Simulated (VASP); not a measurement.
A run of VASP 6.6.1 is set up as follows.

INCAR

```
  PREC = Accurate
  ENCUT = 520
  EDIFF = 1E-6
  ISMEAR = 0
  SIGMA = 0.1
  LREAL = False
  LASPH = True
  NELM = 150
  ALGO = Fast
  ISIF = 2
  LWAVE = False
  LCHARG = False
  ISPIN = 2
  MAGMOM = 2 2
  LORBIT = 11
  LMAXMIX = 4
  GGA = PE
  NBANDS = 21
```

The input KPOINTS:

```
Automatic mesh
0
Gamma
  6 6 6
```

POSCAR

```
Ni
1.0
    0.0000000000      2.2962173274      2.2962173274
    2.2962173274      0.0000000000      2.2962173274
    2.2962173274      2.2962173274      0.0000000000
Ni
2
Direct
    0.5000000000      0.5000000000      0.5000000000
    0.7500000000      0.7500000000      0.7500000000
```

Potentials or basis: VASP PAW PBE potentials, release 64 (Ni).

Launch:

```bash
$ cat potpaw_PBE.64/Ni/POTCAR > POTCAR
$ mpirun -np 1 vasp_std > vasp.out
```

**Question.** Estimate the site moments.

**Answer.** Ni +0.70 μB.

**Question.** Estimate the pressure.

**Answer.** 58.4 GPa.

Caveat: the k points lie up to 0.39 Å⁻¹ apart.
